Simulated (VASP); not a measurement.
# Ni (Pm-3n) in VASP: notebook

Runs on Ni. Level: PBEsol. Tasks: single point, relaxation of cell and atoms.

Program: VASP 6.6.1. These are calculated values, not measurements. Logs are shortened: lines on timing, memory, paths and dates and some standing lists are left out, and cuts for length are marked.

### Step 1. The cell of the first run

It takes space group Pm-3n (No. 223, cubic). Conventional cell: a = 4.396 Å, b = 4.396 Å, c = 4.396 Å, α = 90.00°, β = 90.00°, γ = 90.00°. Ni (site symmetry m-3) has 12 Ni at 2.46 Å within 3.2 Å. Ni (site symmetry -4m2) has 14 Ni at 2.20 to 2.69 Å within 2.9 Å.

### Step 2. Single point, PBEsol, collinear spin, ferromagnetic start

INCAR

```
ALGO = Normal
EDIFF = 1E-6
ENCUT = 520
GGA = PS
ISIF = 2
ISMEAR = -1
ISPIN = 2
LASPH = True
LCHARG = False
LMAXMIX = 4
LORBIT = 11
LREAL = False
LWAVE = False
MAGMOM = 0.602 0.602 0.591 0.591 0.591 0.591 0.591 0.591
NBANDS = 54
NELM = 150
PREC = Accurate
SIGMA = 0.05
```

KPOINTS

```
k-points
0
Gamma
  8 8 8
```

POSCAR

```
Ni
1.0
    4.3960528950      0.0000000000      0.0000000000
    0.0000000000      4.3960528950      0.0000000000
    0.0000000000      0.0000000000      4.3960528950
Ni
8
Direct
    0.0000000000      1.0000000000      1.0000000000
    0.5000000000      0.5000000000      0.5000000000
    0.2500000000      1.0000000000      0.5000000000
    0.7500000000      0.0000000000      0.5000000000
    0.5000000000      0.2500000000      0.0000000000
    0.5000000000      0.7500000000      0.0000000000
    0.0000000000      0.5000000000      0.2500000000
    1.0000000000      0.5000000000      0.7500000000
```

Potentials or basis: VASP PAW PBE potentials, release 64 (Ni).

On the command line:

```
cat potpaw_PBE.64/Ni/POTCAR > POTCAR
mpirun -np 1 vasp_std > vasp.out
```

OUTCAR:

```text
EDIFF = 1E-6
   ENCUT = 520
   GGA = PS
   ISIF = 2
   ISMEAR = -1
   ISPIN = 2
   LASPH = True
   LORBIT = 11
   LREAL = False
   NELM = 150
   PREC = Accurate

 ion  position               nearest neighbor table
   1  0.000  0.000  0.000-   3 2.46   4 2.46   5 2.46   6 2.46   7 2.46   8 2.46   3 2.46   4 2.46
                             7 2.46   8 2.46   5 2.46   6 2.46
   2  0.500  0.500  0.500-   3 2.46   4 2.46   5 2.46   6 2.46   7 2.46   8 2.46   5 2.46   6 2.46
                             3 2.46   4 2.46   7 2.46   8 2.46
   3  0.250  0.000  0.500-   4 2.20   4 2.20   1 2.46   1 2.46   2 2.46   2 2.46   8 2.69   5 2.69
                             5 2.69   6 2.69   6 2.69   7 2.69   8 2.69   7 2.69
   4  0.750  0.000  0.500-   3 2.20   3 2.20   1 2.46   1 2.46   2 2.46   2 2.46   8 2.69   5 2.69
                             5 2.69   6 2.69   6 2.69   7 2.69   8 2.69   7 2.69
   5  0.500  0.250  0.000-   6 2.20   6 2.20   1 2.46   2 2.46   2 2.46   1 2.46   8 2.69   4 2.69
                             3 2.69   4 2.69   3 2.69   7 2.69   7 2.69   8 2.69
   6  0.500  0.750  0.000-   5 2.20   5 2.20   1 2.46   2 2.46   2 2.46   1 2.46   8 2.69   4 2.69
                             3 2.69   4 2.69   3 2.69   7 2.69   7 2.69   8 2.69
   7  0.000  0.500  0.250-   8 2.20   8 2.20   1 2.46   2 2.46   1 2.46   2 2.46   3 2.69   4 2.69
                             5 2.69   3 2.69   4 2.69   6 2.69   5 2.69   6 2.69
   8  0.000  0.500  0.750-   7 2.20   7 2.20   1 2.46   2 2.46   1 2.46   2 2.46   3 2.69   4 2.69
                             5 2.69   3 2.69   4 2.69   6 2.69   5 2.69   6 2.69

  LATTYP: Found a simple cubic cell.
 ALAT       =     4.3960528950

  Lattice vectors:

 A1 = (   4.3960528950,   0.0000000000,   0.0000000000)
 A2 = (   0.0000000000,   4.3960528950,   0.0000000000)
 A3 = (   0.0000000000,   0.0000000000,   4.3960528950)

Analysis of symmetry for initial positions (statically):
=====================================================================
 Subroutine PRICEL returns:
 Original cell was already a primitive cell.

 Routine SETGRP: Setting up the symmetry group for a
 simple cubic supercell.

 Subroutine GETGRP returns: Found 48 space group operations
 (whereof 24 operations were pure point group operations)
 out of a pool of 48 trial point group operations.

The static configuration has the point symmetry T_h .
 The point group associated with its full space group is O_h .

Analysis of symmetry for dynamics (positions and initial velocities):
=====================================================================
 Subroutine PRICEL returns:
 Original cell was already a primitive cell.

 Routine SETGRP: Setting up the symmetry group for a
 simple cubic supercell.

 Subroutine GETGRP returns: Found 48 space group operations
 (whereof 24 operations were pure point group operations)
 out of a pool of 48 trial point group operations.

The dynamic configuration has the point symmetry T_h .
 The point group associated with its full space group is O_h .

Analysis of structural, dynamic, and magnetic symmetry:
=====================================================================
 Subroutine PRICEL returns:
 Original cell was already a primitive cell.

 Routine SETGRP: Setting up the symmetry group for a
 simple cubic supercell.

 Subroutine GETGRP returns: Found 48 space group operations
 (whereof 24 operations were pure point group operations)
 out of a pool of 48 trial point group operations.

The overall configuration has the point symmetry T_h .
 The point group associated with its full space group is O_h .

 Subroutine INISYM returns: Found 48 space group operations
 (whereof 24 operations are pure point group operations),
 and found     1 'primitive' translations

----------------------------------------------------------------------------------------

                                     Primitive cell

  volume of cell :      84.9550

  direct lattice vectors                    reciprocal lattice vectors
     4.396052895  0.000000000  0.000000000     0.227476790  0.000000000  0.000000000
     0.000000000  4.396052895  0.000000000     0.000000000  0.227476790  0.000000000
     0.000000000  0.000000000  4.396052895     0.000000000  0.000000000  0.227476790

  length of vectors
     4.396052895  4.396052895  4.396052895     0.227476790  0.227476790  0.227476790

  position of ions in fractional coordinates (direct lattice)
     0.000000000  0.000000000  0.000000000
     0.500000000  0.500000000  0.500000000
     0.250000000  0.000000000  0.500000000
     0.750000000  0.000000000  0.500000000
     0.500000000  0.250000000  0.000000000
     0.500000000  0.750000000  0.000000000
     0.000000000  0.500000000  0.250000000
     0.000000000  0.500000000  0.750000000

  ion indices of the primitive-cell ions
   primitive index   ion index
                 1           1
                 2           2
                 3           3
                 4           4
                 5           5
                 6           6
                 7           7
                 8           8

----------------------------------------------------------------------------------------

 KPOINTS: k-points

Automatic generation of k-mesh.
 Grid dimensions read from file:
 generate k-points for:    8    8    8

 Generating k-lattice:

  Cartesian coordinates                     Fractional coordinates (reciprocal lattice)
     0.028434599  0.000000000  0.000000000     0.125000000  0.000000000  0.000000000
     0.000000000  0.028434599  0.000000000     0.000000000  0.125000000  0.000000000
     0.000000000  0.000000000  0.028434599     0.000000000  0.000000000  0.125000000

  Length of vectors
     0.028434599  0.028434599  0.028434599

  Shift w.r.t. Gamma in fractional coordinates (k-lattice)
     0.000000000  0.000000000  0.000000000

 Subroutine IBZKPT returns following result:
 ===========================================

 Found     35 irreducible k-points:

 Following reciprocal coordinates:
            Coordinates               Weight
  0.000000  0.000000  0.000000      1.000000
  0.125000  0.000000  0.000000      6.000000
  0.250000  0.000000  0.000000      6.000000
  0.375000  0.000000  0.000000      6.000000
  0.500000  0.000000  0.000000      3.000000
  0.125000  0.125000  0.000000     12.000000
[... 16 lines left out ...]
  0.375000  0.375000  0.125000     24.000000
  0.500000  0.375000  0.125000     24.000000
 [... further k-points ...]
   k-points           NKPTS =     35   k-points in BZ     NKDIM =     35   number of bands    NBANDS=     54
   number of dos      NEDOS =    301   number of ions     NIONS =      8
   total plane-waves  NPLWV =  46656
   dimension x,y,z NGX =    36 NGY =   36 NGZ =   36
   dimension x,y,z NGXF=    72 NGYF=   72 NGZF=   72
   ions per type =               8
   NGX,Y,Z   is equivalent  to a cutoff of  13.61, 13.61, 13.61 a.u.
   NGXF,Y,Z  is equivalent  to a cutoff of  27.23, 27.23, 27.23 a.u.
 SYSTEM =  unknown system
   PREC   = accura    normal or accurate (medium, high low for compatibility)
   ISTART =      0    job   : 0-new  1-cont  2-samecut
   ICHARG =      2    charge: 1-file 2-atom 10-const
   ISPIN  =      2    spin polarized calculation?
   LNONCOLLINEAR =      F non collinear calculations
   LSORBIT =      F    spin-orbit coupling
   LASPH  =      T    aspherical Exc in radial PAW
   ENCUT  =  520.0 eV  38.22 Ry    6.18 a.u.   8.17  8.17  8.17*2*pi/ulx,y,z
   NELM   =    150;   NELMIN=  2; NELMDL= -5     # of ELM steps
   EDIFF  = 0.1E-05   stopping-criterion for ELM
   LREAL  =      F    real-space projection
   EDIFFG = 0.1E-04   stopping-criterion for IOM
   NSW    =      0    number of steps for IOM
   IBRION =     -1    ionic relax: 0-MD 1-quasi-New 2-CG
   NFREE  =      0    steps in history (QN), initial steepest desc. (CG)
   ISIF   =      2    stress and relaxation
   ISYM   =      2    0-nonsym 1-usesym 2-fastsym
   POTIM  = 0.5000    time-step for ionic-motion
   TEBEG  =    0.0;   TEEND  =   0.0 temperature during run
   PSTRESS=    0.0 pullay stress
   NELECT =      80.0000    total number of electrons
   NUPDOWN=      -1.0000    fix difference up-down
   EMIN   =  10.00;   EMAX   =-10.00  energy-range for DOS
   EFERMI =   0.00;   METHOD = LEGACY
   ISMEAR =    -1;   SIGMA  =   0.05  broadening in eV -4-tet -1-fermi 0-gaus
   EFERMI_NEDOS =   21; number of points for ismear=-14 and -15
   IALGO  =     38    algorithm
   IMIX   =      4    mixing-type and parameters
     AMIX     =   0.40;   BMIX     =  1.00
     AMIX_MAG =   1.60;   BMIX_MAG =  1.00
  volume/ion in A,a.u.               =      10.62        71.66
  Fermi-wavevector in a.u.,A,eV,Ry     =   1.604631  3.032313 35.032845  2.574842
  Thomas-Fermi vector in A             =   2.701105
   LORBIT       =     11    0 simple, 1 ext, 2 COOP (PROOUT), +10 PAW based schemes
   GGA     = PS    functional components
   LHFCALC =     F    Hartree Fock is set to
   AEXX    =    0.0000 exact exchange contribution
   IVDW    =     0    specifies the selected vdW correction
   LEPSILON=     F    determine dielectric tensor
   LRPA    =     F    only Hartree local field effects (RPA)
 spin polarized calculation
  energy-cutoff  :      520.00
  volume of cell :       84.95
 maximum number of plane-waves:      2320
 NGX is ok and might be reduce to    36
   NGX = 17   NGY = 17   NGZ = 17

 number of electron      79.9999984 magnetization       4.5780053

 Free energy of the ion-electron system (eV)
  ---------------------------------------------------
  ext. energy  EPLUGINS =         0.00000000
  ---------------------------------------------------
  free energy    TOTEN  =       -47.96260586 eV

  energy without entropy =      -47.81850393  energy(sigma->0) =      -47.89055490

 E-fermi :   9.5292     XC(G=0): -13.5643

 val. band max:        9.5276679285   @ k =   0.3750   0.0000   0.0000
 cond. band min:       9.5294171309   @ k =   0.2500   0.2500   0.0000
 fundamental gap:      0.0017492024
 Fermi energy:         9.5291564307

 spin component 1

 k-point     1 :       0.0000    0.0000    0.0000
  band No.  band energies     occupation
      1       0.3105      1.00000
      2       4.5129      1.00000
      3       4.5129      1.00000
      4       5.1757      1.00000
      5       5.5512      1.00000
      6       5.5512      1.00000
[... 44 lines left out ...]
     51      18.2796      0.00000
     52      18.2796      0.00000
[... 1263 lines left out ...]
     51      18.1211      0.00000
     52      19.0554      0.00000

 [... further k-points ...]

 spin component 2

 k-point     1 :       0.0000    0.0000    0.0000
  band No.  band energies     occupation
      1       0.3120      1.00000
      2       4.8514      1.00000
      3       4.8514      1.00000
      4       5.4527      1.00000
      5       6.0325      1.00000
      6       6.0325      1.00000
[... 44 lines left out ...]
     51      18.4798      0.00000
     52      18.4798      0.00000
[... 1263 lines left out ...]
     51      18.3270      0.00000
     52      19.2885      0.00000

 [... further k-points ...]

 [bands above 52 left out]

------------------------ aborting loop because EDIFF is reached ----------------------------------------

  FORCE on cell =-STRESS in cart. coord.  units (eV):
  Direction    XX          YY          ZZ          XY          YZ          ZX
  --------------------------------------------------------------------------------------
  -------------------------------------------------------------------------------------
  Total        0.0500916      0.0500916      0.0500916     -0.0000000      0.0000000      0.0000000
  in kB        0.9446839      0.9446839      0.9446839     -0.0000000      0.0000000      0.0000000
  external PRESSURE =       0.9446839 kB  Pullay stress =       0.0000000 kB

 VOLUME and BASIS-vectors are now :
 -----------------------------------------------------------------------------
  energy-cutoff  :      520.00
  volume of cell :       84.95
      direct lattice vectors                 reciprocal lattice vectors
     4.396052895  0.000000000  0.000000000     0.227476790  0.000000000  0.000000000
     0.000000000  4.396052895  0.000000000     0.000000000  0.227476790  0.000000000
     0.000000000  0.000000000  4.396052895     0.000000000  0.000000000  0.227476790

 POSITION                                       TOTAL-FORCE (eV/Angst)
 -----------------------------------------------------------------------------------
      0.00000      0.00000      0.00000         0.000000     -0.000000     -0.000000
      2.19803      2.19803      2.19803         0.000000     -0.000000     -0.000000
      1.09901      0.00000      2.19803         0.000000      0.000000     -0.000000
      3.29704      0.00000      2.19803        -0.000000      0.000000      0.000000
      2.19803      1.09901      0.00000         0.000000     -0.000000     -0.000000
      2.19803      3.29704      0.00000        -0.000000     -0.000000      0.000000
      0.00000      2.19803      1.09901        -0.000000      0.000000     -0.000000
      0.00000      2.19803      3.29704         0.000000     -0.000000      0.000000
 -----------------------------------------------------------------------------------
    total drift:                                0.000000      0.000000     -0.000000

  FREE ENERGIE OF THE ION-ELECTRON SYSTEM (eV)
  ---------------------------------------------------
  free  energy   TOTEN  =       -47.9626058625 eV

  energy  without entropy=      -47.8185039339  energy(sigma->0) =      -47.89055490

 total charge

# of ion       s       p       d       tot
------------------------------------------
    1        0.517   0.535   8.333   9.384
    2        0.517   0.535   8.333   9.384
    3        0.509   0.520   8.355   9.384
    4        0.509   0.520   8.355   9.384
    5        0.509   0.520   8.355   9.384
    6        0.509   0.520   8.355   9.384
    7        0.509   0.520   8.355   9.384
    8        0.509   0.520   8.355   9.384
--------------------------------------------------
tot          4.090   4.191  66.794  75.075

 magnetization (x)

# of ion       s       p       d       tot
------------------------------------------
    1       -0.005  -0.022   0.608   0.580
    2       -0.005  -0.022   0.608   0.580
    3       -0.003  -0.019   0.598   0.576
    4       -0.003  -0.019   0.598   0.576
    5       -0.003  -0.019   0.598   0.576
    6       -0.003  -0.019   0.598   0.576
    7       -0.003  -0.019   0.598   0.576
    8       -0.003  -0.019   0.598   0.576
--------------------------------------------------
tot         -0.030  -0.158   4.803   4.614
```

Run time: 7 min. Hardware: 1 thread of Intel Xeon Platinum 8488C (Sapphire Rapids), shared host; peak memory 0.36 GiB.

Results:

| Property | Result |
| --- | --- |
| Free energy | -47.9626 eV |
| Pressure | 0.1 GPa |
| Net moment | 4.58 μB per cell |
| Site moments | Ni +0.58 μB |
| Valence electrons inside the program's atomic spheres | Ni 9.38 |

Caveat: the PAW data sets were made with another functional, which shifts forces and pressure a little.

### Step 3. Single point, PBEsol

This run uses another cell than the first one, of 10.58 Å³/atom, 0.996 times its volume.

INCAR

```
SYSTEM = Ni
PREC = Accurate
ENCUT = 600
EDIFF = 1E-6
ISMEAR = -1
SIGMA = 0.1
LREAL = .False.
LASPH = .True.
NELM = 120
ALGO = Normal
ISIF = 2
LWAVE = .False.
LCHARG = .False.
GGA = PS
NBANDS = 50
GGA_COMPAT = .False.
```

KPOINTS

```
regular mesh
0
Gamma
  6 6 6
  0 0 0
```

POSCAR

```
Ni
1.0
    4.3908161153      0.0000000000      0.0000000000
    0.0000000000      4.3908161153      0.0000000000
    0.0000000000      0.0000000000      4.3908161153
Ni
8
Direct
    0.0000000000      1.0000000000      1.0000000000
    0.5000000000      0.5000000000      0.5000000000
    0.2500000000      0.0000000000      0.5000000000
    0.7500000000      0.0000000000      0.5000000000
    0.5000000000      0.2500000000      1.0000000000
    0.5000000000      0.7500000000      1.0000000000
    1.0000000000      0.5000000000      0.2500000000
    1.0000000000      0.5000000000      0.7500000000
```

Potentials or basis: VASP PAW PBE potentials, release 64 (Ni).

On the command line:

```
cat potpaw_PBE.64/Ni/POTCAR > POTCAR
mpirun -np 1 vasp_std > vasp.out
```

Run time: 92 s. Hardware: 1 thread of Intel Xeon Platinum 8488C (Sapphire Rapids), shared host; peak memory 0.23 GiB.

It converged, with:

| Item | Value |
| --- | --- |
| Free energy | -48.0365 eV |
| Pressure | -0.2 GPa |
| Band gap on the k mesh | zero (band 40 reaches 9.48 eV, above the bottom of band 41 at 9.33 eV) |

Levels at points of the mesh, in eV from the Fermi level:
```
           k point  band 38  band 39  band 40  band 41  band 42  band 43
(0.00, 0.00, 0.00)    -0.19     0.02     0.02     0.02     1.48     1.48
(0.50, 0.00, 0.00)    -0.35     0.00     0.00     0.26     0.26     2.18
(0.50, 0.50, 0.00)    -0.14    -0.14    -0.13     0.04     0.12     0.12
(0.50, 0.50, 0.50)    -0.28    -0.28    -0.28     0.64     0.64     0.64
```

Caveat: the PAW data sets were made with another functional, which shifts forces and pressure a little; the run has no spin polarisation, though such a crystal can be magnetic.

### Step 4. Single point, PBEsol

This run uses another cell than the first one, of 10.58 Å³/atom, 0.996 times its volume.

INCAR

```
SYSTEM = Ni
ALGO = Normal ; EDIFF = 1E-6
ENCUT = 600 ; GGA = PS
GGA_COMPAT = .FALSE. ; ISIF = 2
ISMEAR = -1 ; LASPH = .TRUE.
LCHARG = .TRUE. ; LELF = .TRUE.
LREAL = .FALSE. ; LVHAR = .TRUE.
LWAVE = .FALSE. ; NBANDS = 50
NELM = 120 ; PREC = Accurate
SIGMA = 0.1
```

KPOINTS

```
k-points
0
G
  8 8 8
  0 0 0
```

POSCAR is that of step 3.

On the command line:

```
cat potpaw_PBE.64/Ni/POTCAR > POTCAR
mpirun -np 1 vasp_std > vasp.out
```

Run time: 2.6 min. Hardware: 1 thread of Intel Xeon Platinum 8488C (Sapphire Rapids), shared host; peak memory 0.27 GiB.

It converged, with:

```yaml
Free_energy: -48.0265 eV
Pressure: -0.1 GPa
Band_gap_on_the_k_mesh: zero (band 40 reaches 9.48 eV, above the bottom of band 41 at 9.29 eV)
```

Levels at points of the mesh, in eV from the Fermi level:
| k point | band 37 | band 38 | band 39 | band 40 | band 41 | band 42 | band 43 | band 44 | band 45 | band 46 |
| --- | --- | --- | --- | --- | --- | --- | --- | --- | --- | --- |
| (0.00, 0.00, 0.00) | -0.19 | -0.19 | 0.02 | 0.02 | 0.02 | 1.49 | 1.49 | 1.49 | 3.04 | 3.04 |
| (0.50, 0.00, 0.00) | -0.35 | -0.35 | 0.00 | 0.00 | 0.27 | 0.27 | 2.18 | 2.18 | 2.74 | 2.74 |
| (0.50, 0.50, 0.00) | -0.30 | -0.14 | -0.14 | -0.13 | 0.04 | 0.12 | 0.12 | 0.33 | 2.40 | 4.32 |
| (0.50, 0.50, 0.50) | -0.28 | -0.28 | -0.28 | -0.28 | 0.64 | 0.64 | 0.64 | 0.64 | 0.64 | 0.64 |

Caveat: the PAW data sets were made with another functional, which shifts forces and pressure a little; the run has no spin polarisation, though such a crystal can be magnetic. Spin polarisation is off, so any magnetic state and its effect on volume and gap are missing.

(Part 1 of 2 ends here.)
